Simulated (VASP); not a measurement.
The system is W.

```
W
1.0
    -1.59178    1.59178    1.59178
     1.59178   -1.59178    1.59178
     1.59178    1.59178   -1.59178
W
1
Direct
  0.00000 0.00000 0.00000
```

Program: VASP 6.6.1. Alike in all runs: task single point; potentials or basis VASP PAW PBE potentials, release 64 (W_sv); cell as given; k mesh 18 × 18 × 18; cutoff (eV) 520; smearing gaussian 0.1 eV.

Question: Order these runs on this cell by their pressure, lowest first.
A. level r2SCAN; spin off
B. level r2SCAN+U; spin off; U W d U = 4.0 eV
C. level PBE; spin non-collinear, zero start, SOC

Answer: A (-3.2 GPa), C (1.5 GPa), B (9.2 GPa).

Caveats: the PAW data sets were made with another functional, which shifts forces and pressure a little (at least some runs); the cell stands under pressure (at least some runs); U without spin polarisation on a metal has little footing (at least some runs); the U is typed as a test and isn't derived for this compound (at least some runs); the cell stands under tension (at least some runs).
